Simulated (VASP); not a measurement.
# PbS (Fm-3m) in VASP: notebook

The runs below take PbS through single point, with PBE.

Program: VASP 6.6.1. These are calculated values, not measurements. Logs are shortened: lines on timing, memory, paths and dates and some standing lists are left out, and cuts for length are marked.

**1. The cell of the first run**

Symmetry: Fm-3m, No. 225, cubic system. Conventional cell: a = 5.886 Å, b = 5.886 Å, c = 5.886 Å, α = 90.00°, β = 90.00°, γ = 90.00°. Within 3.9 Å of Pb (site symmetry m-3m) lie 6 S at 2.94 Å. Within 3.9 Å of S (site symmetry m-3m) lie 6 Pb at 2.94 Å.

**2. Single point, PBE (volume scaled by 0.94)**

The input, INCAR:

```
SYSTEM = PbS
PREC = Accurate
ENCUT = 520
EDIFF = 1E-7
ISMEAR = 0
SIGMA = 0.02
LREAL = .False.
LASPH = .True.
NELM = 100
ALGO = Normal
ISIF = 2
LWAVE = .False.
LCHARG = .True.
GGA = PE
LELF = .True.
LVHAR = .True.
NBANDS = 17
```

The input, KPOINTS:

```
regular mesh
0
Gamma
  10 10 10
  0 0 0
```

The input, POSCAR:

```
PbS
1.0
    0.0000000000      2.9431757239      2.9431757239
    2.9431757239      0.0000000000      2.9431757239
    2.9431757239      2.9431757239      0.0000000000
Pb S
1 1
Direct
    0.0000000000      0.0000000000      0.0000000000
    0.5000000000      0.5000000000      0.5000000000
```

Potentials or basis: VASP PAW PBE potentials, release 64 (Pb_d, S).

Command:

```bash
> cat potpaw_PBE.64/Pb_d/POTCAR potpaw_PBE.64/S/POTCAR > POTCAR
> mpirun -np 1 vasp_std > vasp.out
```

OUTCAR:

```text
SYSTEM = PbS
   PREC = Accurate
   ENCUT = 520
   EDIFF = 1E-7
   ISMEAR = 0
   LREAL = .False.
   LASPH = .True.
   NELM = 100
   ISIF = 2
   GGA = PE

 ion  position               nearest neighbor table
   1  0.000  0.000  0.000-   2 2.94   2 2.94   2 2.94   2 2.94   2 2.94   2 2.94
   2  0.500  0.500  0.500-   1 2.94   1 2.94   1 2.94   1 2.94   1 2.94   1 2.94

  LATTYP: Found a face centered cubic cell.
 ALAT       =     5.8863514478

  Lattice vectors:

 A1 = (   0.0000000000,   2.9431757239,   2.9431757239)
 A2 = (   2.9431757239,   0.0000000000,   2.9431757239)
 A3 = (   2.9431757239,   2.9431757239,   0.0000000000)

Analysis of symmetry for initial positions (statically):
=====================================================================
 Subroutine PRICEL returns:
 Original cell was already a primitive cell.

 Routine SETGRP: Setting up the symmetry group for a
 face centered cubic supercell.

 Subroutine GETGRP returns: Found 48 space group operations
 (whereof 48 operations were pure point group operations)
 out of a pool of 48 trial point group operations.

The static configuration has the point symmetry O_h .

Analysis of symmetry for dynamics (positions and initial velocities):
=====================================================================
 Subroutine PRICEL returns:
 Original cell was already a primitive cell.

 Routine SETGRP: Setting up the symmetry group for a
 face centered cubic supercell.

 Subroutine GETGRP returns: Found 48 space group operations
 (whereof 48 operations were pure point group operations)
 out of a pool of 48 trial point group operations.

The dynamic configuration has the point symmetry O_h .

 Subroutine INISYM returns: Found 48 space group operations
 (whereof 48 operations are pure point group operations),
 and found     1 'primitive' translations

----------------------------------------------------------------------------------------

                                     Primitive cell

  volume of cell :      50.9892

  direct lattice vectors                    reciprocal lattice vectors
     0.000000000  2.943175724  2.943175724    -0.169884522  0.169884522  0.169884522
     2.943175724  0.000000000  2.943175724     0.169884522 -0.169884522  0.169884522
     2.943175724  2.943175724  0.000000000     0.169884522  0.169884522 -0.169884522

  length of vectors
     4.162279025  4.162279025  4.162279025     0.294248623  0.294248623  0.294248623

  position of ions in fractional coordinates (direct lattice)
     0.000000000  0.000000000  0.000000000
     0.500000000  0.500000000  0.500000000

  ion indices of the primitive-cell ions
   primitive index   ion index
                 1           1
                 2           2

----------------------------------------------------------------------------------------

 KPOINTS: regular mesh

Automatic generation of k-mesh.
 Grid dimensions read from file:
 generate k-points for:   10   10   10

 Generating k-lattice:

  Cartesian coordinates                     Fractional coordinates (reciprocal lattice)
    -0.016988452  0.016988452  0.016988452     0.100000000  0.000000000  0.000000000
     0.016988452 -0.016988452  0.016988452     0.000000000  0.100000000  0.000000000
     0.016988452  0.016988452 -0.016988452     0.000000000  0.000000000  0.100000000

  Length of vectors
     0.029424862  0.029424862  0.029424862

  Shift w.r.t. Gamma in fractional coordinates (k-lattice)
     0.000000000  0.000000000  0.000000000

 Subroutine IBZKPT returns following result:
 ===========================================

 Found     47 irreducible k-points:

 Following reciprocal coordinates:
            Coordinates               Weight
  0.000000  0.000000  0.000000      1.000000
  0.100000  0.000000  0.000000      8.000000
  0.200000  0.000000  0.000000      8.000000
  0.300000  0.000000  0.000000      8.000000
  0.400000  0.000000  0.000000      8.000000
  0.500000  0.000000  0.000000      4.000000
[... 16 lines left out ...]
  0.300000  0.300000  0.000000      6.000000
  0.400000  0.300000  0.000000     24.000000
 [... further k-points ...]
   k-points           NKPTS =     47   k-points in BZ     NKDIM =     47   number of bands    NBANDS=     17
   number of dos      NEDOS =    301   number of ions     NIONS =      2
   total plane-waves  NPLWV =  32768
   dimension x,y,z NGX =    32 NGY =   32 NGZ =   32
   dimension x,y,z NGXF=    64 NGYF=   64 NGZF=   64
   ions per type =               1   1
   NGX,Y,Z   is equivalent  to a cutoff of  12.78, 12.78, 12.78 a.u.
   NGXF,Y,Z  is equivalent  to a cutoff of  25.56, 25.56, 25.56 a.u.
 SYSTEM =  PbS
   PREC   = accura    normal or accurate (medium, high low for compatibility)
   ISTART =      0    job   : 0-new  1-cont  2-samecut
   ICHARG =      2    charge: 1-file 2-atom 10-const
   ISPIN  =      1    spin polarized calculation?
   LNONCOLLINEAR =      F non collinear calculations
   LSORBIT =      F    spin-orbit coupling
   LASPH  =      T    aspherical Exc in radial PAW
   ENCUT  =  520.0 eV  38.22 Ry    6.18 a.u.   7.74  7.74  7.74*2*pi/ulx,y,z
   NELM   =    100;   NELMIN=  2; NELMDL= -5     # of ELM steps
   EDIFF  = 0.1E-06   stopping-criterion for ELM
   LREAL  =      F    real-space projection
   EDIFFG = 0.1E-05   stopping-criterion for IOM
   NSW    =      0    number of steps for IOM
   IBRION =     -1    ionic relax: 0-MD 1-quasi-New 2-CG
   NFREE  =      0    steps in history (QN), initial steepest desc. (CG)
   ISIF   =      2    stress and relaxation
   ISYM   =      2    0-nonsym 1-usesym 2-fastsym
   POTIM  = 0.5000    time-step for ionic-motion
   TEBEG  =    0.0;   TEEND  =   0.0 temperature during run
   PSTRESS=    0.0 pullay stress
   NELECT =      20.0000    total number of electrons
   NUPDOWN=      -1.0000    fix difference up-down
   EMIN   =  10.00;   EMAX   =-10.00  energy-range for DOS
   EFERMI =   0.00;   METHOD = LEGACY
   ISMEAR =     0;   SIGMA  =   0.02  broadening in eV -4-tet -1-fermi 0-gaus
   EFERMI_NEDOS =   21; number of points for ismear=-14 and -15
   IALGO  =     38    algorithm
   IMIX   =      4    mixing-type and parameters
     AMIX     =   0.40;   BMIX     =  1.00
     AMIX_MAG =   1.60;   BMIX_MAG =  1.00
  volume/ion in A,a.u.               =      25.49       172.05
  Fermi-wavevector in a.u.,A,eV,Ry     =   1.198373  2.264596 19.539293  1.436098
  Thomas-Fermi vector in A             =   2.334264
   LORBIT       =      0    0 simple, 1 ext, 2 COOP (PROOUT), +10 PAW based schemes
   GGA     = PE    functional components
   LHFCALC =     F    Hartree Fock is set to
   AEXX    =    0.0000 exact exchange contribution
   IVDW    =     0    specifies the selected vdW correction
   LEPSILON=     F    determine dielectric tensor
   LRPA    =     F    only Hartree local field effects (RPA)
 non-spin polarized calculation
 Gauss-broadening in eV      SIGMA  =   0.02
  energy-cutoff  :      520.00
  volume of cell :       50.99
 maximum number of plane-waves:      1390
   NGX = 15   NGY = 15   NGZ = 15

 number of electron      19.9999996 magnetization

 Free energy of the ion-electron system (eV)
  ---------------------------------------------------
  ext. energy  EPLUGINS =         0.00000000
  ---------------------------------------------------
  free energy    TOTEN  =        -8.73364114 eV

  energy without entropy =       -8.73364114  energy(sigma->0) =       -8.73364114

 E-fermi :   6.2610     XC(G=0):  -9.7905

 val. band max:        6.1571436909   @ k =   0.5000   0.0000   0.0000
 cond. band min:       6.4335106516   @ k =   0.5000   0.0000   0.0000
 fundamental gap:      0.2763669608
 Fermi energy:         6.2609555641

 k-point     1 :       0.0000    0.0000    0.0000
  band No.  band energies     occupation
      1     -10.7354      2.00000
      2     -10.7354      2.00000
      3     -10.7354      2.00000
      4     -10.7195      2.00000
      5     -10.7195      2.00000
      6      -7.6794      2.00000
[... 9 lines left out ...]
     16      12.7987      0.00000
     17      14.7178      0.00000

 k-point     2 :       0.1000    0.0000    0.0000
  band No.  band energies     occupation
      1     -10.7349      2.00000
      2     -10.7329      2.00000
      3     -10.7329      2.00000
      4     -10.7205      2.00000
      5     -10.7205      2.00000
      6      -7.5905      2.00000
[... 9 lines left out ...]
     16      13.0606      0.00000
     17      15.5838      0.00000

 k-point     3 :       0.2000    0.0000    0.0000
  band No.  band energies     occupation
      1     -10.7359      2.00000
      2     -10.7359      2.00000
      3     -10.7339      2.00000
      4     -10.7135      2.00000
      5     -10.7135      2.00000
      6      -7.3352      2.00000
[... 9 lines left out ...]
     16      13.6434      0.00000
     17      17.2233      0.00000

 k-point     4 :       0.3000    0.0000    0.0000
  band No.  band energies     occupation
      1     -10.7453      2.00000
      2     -10.7453      2.00000
      3     -10.7330      2.00000
      4     -10.6991      2.00000
      5     -10.6991      2.00000
      6      -6.9567      2.00000
[... 9 lines left out ...]
     16      14.4978      0.00000
     17      18.6469      0.00000

 k-point     5 :       0.4000    0.0000    0.0000
  band No.  band energies     occupation
      1     -10.7534      2.00000
      2     -10.7534      2.00000
      3     -10.7327      2.00000
      4     -10.6870      2.00000
      5     -10.6870      2.00000
      6      -6.5648      2.00000
[... 9 lines left out ...]
     16      15.5349      0.00000
     17      17.6731      0.00000

 k-point     6 :       0.5000    0.0000    0.0000
  band No.  band energies     occupation
      1     -10.7566      2.00000
      2     -10.7566      2.00000
      3     -10.7326      2.00000
      4     -10.6822      2.00000
      5     -10.6822      2.00000
      6      -6.3800      2.00000
[... 9 lines left out ...]
     16      16.2106      0.00000
     17      16.7234      0.00000

 k-point     7 :       0.1000    0.1000    0.0000
  band No.  band energies     occupation
      1     -10.7381      2.00000
      2     -10.7293      2.00000
      3     -10.7293      2.00000
      4     -10.7280      2.00000
      5     -10.7168      2.00000
      6      -7.5597      2.00000
[... 9 lines left out ...]
     16      13.6335      0.00000
     17      15.3577      0.00000

 k-point     8 :       0.2000    0.1000    0.0000
  band No.  band energies     occupation
      1     -10.7409      2.00000
      2     -10.7377      2.00000
      3     -10.7271      2.00000
      4     -10.7209      2.00000
      5     -10.7103      2.00000
      6      -7.3567      2.00000
[... 9 lines left out ...]
     16      14.2513      0.00000
     17      16.2233      0.00000
[... 203 lines left out ...]
      1     -10.7989      2.00000
      2     -10.7326      2.00000
      3     -10.7305      2.00000
      4     -10.6977      2.00000
      5     -10.6793      2.00000
      6      -6.2341      2.00000
[... 9 lines left out ...]
     16      16.6156      0.00000
     17      17.2009      0.00000

 k-point    20 :      -0.4000    0.2000    0.0000
  band No.  band energies     occupation
      1     -10.7899      2.00000
      2     -10.7386      2.00000
      3     -10.7218      2.00000
      4     -10.6998      2.00000
      5     -10.6853      2.00000
      6      -6.1873      2.00000
[... 9 lines left out ...]
     16      15.5330      0.00000
     17      17.9254      0.00000

 k-point    21 :      -0.3000    0.2000    0.0000
  band No.  band energies     occupation
      1     -10.7725      2.00000
      2     -10.7406      2.00000
      3     -10.7220      2.00000
      4     -10.6992      2.00000
      5     -10.6979      2.00000
      6      -6.4416      2.00000
[... 9 lines left out ...]
     16      16.1065      0.00000
     17      17.2904      0.00000

 k-point    22 :      -0.2000    0.2000    0.0000
  band No.  band energies     occupation
      1     -10.7533      2.00000
      2     -10.7393      2.00000
      3     -10.7285      2.00000
      4     -10.7108      2.00000
      5     -10.6985      2.00000
      6      -6.8166      2.00000
[... 9 lines left out ...]
     16      16.0485      0.00000
     17      16.4009      0.00000

 k-point    23 :       0.3000    0.3000    0.0000
  band No.  band energies     occupation
      1     -10.8156      2.00000
      2     -10.7538      2.00000
      3     -10.7010      2.00000
      4     -10.6926      2.00000
      5     -10.6926      2.00000
      6      -6.6733      2.00000
[... 9 lines left out ...]
     16      16.8147      0.00000
     17      17.0326      0.00000

 k-point    24 :       0.4000    0.3000    0.0000
  band No.  band energies     occupation
      1     -10.8388      2.00000
      2     -10.7538      2.00000
      3     -10.7040      2.00000
      4     -10.6856      2.00000
      5     -10.6805      2.00000
      6      -6.3630      2.00000
[... 9 lines left out ...]
     16      17.2206      0.00000
     17      17.8239      0.00000

 [... further k-points ...]
[... 5 lines left out ...]
  --------------------------------------------------------------------------------------
  -------------------------------------------------------------------------------------
  Total        1.1659998      1.1659998      1.1659998      0.0000000      0.0000000     -0.0000000
  in kB       36.6378939     36.6378939     36.6378939      0.0000000      0.0000000     -0.0000000
  external PRESSURE =      36.6378939 kB  Pullay stress =       0.0000000 kB

 VOLUME and BASIS-vectors are now :
 -----------------------------------------------------------------------------
  energy-cutoff  :      520.00
  volume of cell :       50.99
      direct lattice vectors                 reciprocal lattice vectors
     0.000000000  2.943175724  2.943175724    -0.169884522  0.169884522  0.169884522
     2.943175724  0.000000000  2.943175724     0.169884522 -0.169884522  0.169884522
     2.943175724  2.943175724  0.000000000     0.169884522  0.169884522 -0.169884522

 POSITION                                       TOTAL-FORCE (eV/Angst)
 -----------------------------------------------------------------------------------
      0.00000      0.00000      0.00000         0.000000      0.000000      0.000000
      2.94318      2.94318      2.94318        -0.000000     -0.000000     -0.000000
 -----------------------------------------------------------------------------------
    total drift:                                0.000000     -0.000000     -0.000000

  FREE ENERGIE OF THE ION-ELECTRON SYSTEM (eV)
  ---------------------------------------------------
  free  energy   TOTEN  =        -8.7336411423 eV

  energy  without entropy=       -8.7336411423  energy(sigma->0) =       -8.73364114
```

It took 16 s on 1 thread of AMD EPYC 9R45 (Zen 5), shared host; peak memory 0.16 GiB.

What came out:

| Item | Value |
| --- | --- |
| Free energy | -8.7336 eV |
| Pressure | 3.7 GPa |
| Band gap on the k mesh | 0.28 eV, direct |

Caveat: the cell differs from its parent crystal (volume scaled by 0.94); spin-orbit coupling is left out, which moves the levels of the heavy elements. A k mesh can miss the band edges.

**3. Single point, PBE (volume scaled by 0.97)**

The input, INCAR:

```
SYSTEM = PbS
PREC = Accurate
ENCUT = 520
EDIFF = 1E-6
ISMEAR = 0
SIGMA = 0.02
LREAL = .False.
LASPH = .True.
NELM = 100
ALGO = Normal
ISIF = 2
LWAVE = .False.
LCHARG = .False.
GGA = PE
NBANDS = 17
```

KPOINTS is that of step 2.

The input, POSCAR:

```
PbS
1.0
    0.0000000000      2.9741587978      2.9741587978
    2.9741587978      0.0000000000      2.9741587978
    2.9741587978      2.9741587978      0.0000000000
Pb S
1 1
Direct
    0.0000000000      0.0000000000      0.0000000000
    0.5000000000      0.5000000000      0.5000000000
```

Potentials or basis: VASP PAW PBE potentials, release 64 (Pb_d, S).

Command:

```bash
> cat potpaw_PBE.64/Pb_d/POTCAR potpaw_PBE.64/S/POTCAR > POTCAR
> mpirun -np 1 vasp_std > vasp.out
```

It took 14 s on 1 thread of AMD EPYC 9R45 (Zen 5), shared host; peak memory 0.16 GiB.

It converged, with:

| Quantity | Value |
| --- | --- |
| Free energy | -8.7610 eV |
| Pressure | 1.6 GPa |
| Band gap on the k mesh | 0.39 eV, direct |

Levels at points of the mesh, in eV from the valence-band top:
| k point | band 6 | band 7 | band 8 | band 9 | band 10 | band 11 | band 12 | band 13 | band 14 | band 15 |
| --- | --- | --- | --- | --- | --- | --- | --- | --- | --- | --- |
| (0.00, 0.00, 0.00) | -13.51 | -6.04 | -2.12 | -2.12 | -2.12 | 5.20 | 5.20 | 5.20 | 6.76 | 6.76 |
| (0.50, 0.00, 0.00) | -12.29 | -8.79 | -1.74 | -1.74 | 0.00 | 0.39 | 1.99 | 1.99 | 8.66 | 10.15 |
| (0.50, 0.50, 0.00) | -11.87 | -7.18 | -5.12 | -3.38 | -3.38 | 3.91 | 5.56 | 5.66 | 5.66 | 11.17 |

Caveat: the cell differs from its parent crystal (volume scaled by 0.97); spin-orbit coupling is left out, which moves the levels of the heavy elements.

**4. Single point, PBE**

This run uses another cell than the first one, of 27.12 Å³/atom, 1.064 times its volume.

The input, INCAR:

```
PREC = Accurate
ENCUT = 520
EDIFF = 1E-7
ISMEAR = 0
SIGMA = 0.02
LREAL = False
LASPH = True
NELM = 100
ALGO = Normal
ISIF = 2
LWAVE = False
LCHARG = True
GGA = PE
LELF = True
LVHAR = True
NBANDS = 17
```

The input, KPOINTS:

```
regular mesh
0
Gamma
  10 10 10
```

The input, POSCAR:

```
PbS
1.0
    0.0000000000      3.0045094532      3.0045094532
    3.0045094532      0.0000000000      3.0045094532
    3.0045094532      3.0045094532      0.0000000000
Pb S
1 1
Direct
    0.0000000000      0.0000000000      0.0000000000
    0.5000000000      0.5000000000      0.5000000000
```

Command:

```bash
> cat potpaw_PBE.64/Pb_d/POTCAR potpaw_PBE.64/S/POTCAR > POTCAR
> mpirun -np 1 vasp_std > vasp.out
```

Wall time 17 s (1 thread of AMD EPYC 9R45 (Zen 5), shared host); peak memory 0.17 GiB.

Results (log left out):

```
Free energy            : -8.7695 eV
Pressure               : -0.1 GPa
Band gap on the k mesh : 0.50 eV, direct
```

Levels at points of the mesh, in eV from the valence-band top:
| k point | band 6 | band 7 | band 8 | band 9 | band 10 | band 11 | band 12 | band 13 | band 14 | band 15 |
| --- | --- | --- | --- | --- | --- | --- | --- | --- | --- | --- |
| (0.00, 0.00, 0.00) | -13.21 | -6.07 | -1.94 | -1.94 | -1.94 | 5.14 | 5.14 | 5.14 | 6.87 | 6.87 |
| (0.50, 0.00, 0.00) | -12.07 | -8.59 | -1.58 | -1.58 | 0.00 | 0.50 | 2.08 | 2.08 | 8.65 | 10.22 |
| (0.50, 0.50, 0.00) | -11.70 | -7.11 | -4.83 | -3.15 | -3.15 | 4.07 | 5.48 | 5.57 | 5.57 | 11.18 |

Caveat: spin-orbit coupling is left out, which moves the levels of the heavy elements.

(Part 1 of 2 ends here.)
